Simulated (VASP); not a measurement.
Input of a VASP 6.6.1 run:

The input INCAR:

```
SYSTEM = In
  ALGO = Normal
  EDIFF = 1E-6
  EDIFFG = -0.005
  ENCUT = 600
  IBRION = 2
  ISIF = 3
  ISMEAR = -1
  LASPH = .True.
  LCHARG = .False.
  LREAL = .False.
  LWAVE = .False.
  NELM = 60
  NSW = 60
  PREC = Accurate
  PSTRESS = 4100.0
  SIGMA = 0.08
```

Contents of KPOINTS:

```
k-points
0
Gamma
  17 17 17
  0 0 0
```

POSCAR

```
In
1.0
    2.1812319601      0.0000000000      0.0000000000
    0.0000000000      2.1812319601      0.0000000000
    0.0000000000      0.0000000000      2.1812319601
In
1
Direct
    0.0000000000      0.0000000000      0.0000000000
```

Potentials or basis: VASP PAW LDA potentials, release 64 (In_d).

Run with:

```bash
$ cat potpaw_LDA.64/In_d/POTCAR > POTCAR
$ mpirun -np 1 vasp_std > vasp.out
```

(1) What does it give for the space group after relaxing (to 0.05 Å)?

(2) Predict the relaxed volume.

(3) Estimate the relaxed cell.

Results:

(1) Pm-3m (No. 221).

(2) 10.73 Å³/atom.

(3) a = 2.206 Å, b = 2.206 Å, c = 2.206 Å, α = 90.00°, β = 90.00°, γ = 90.00°.

Caveat: the cell is relaxed towards a set pressure, so the enthalpy falls and the energy may rise.
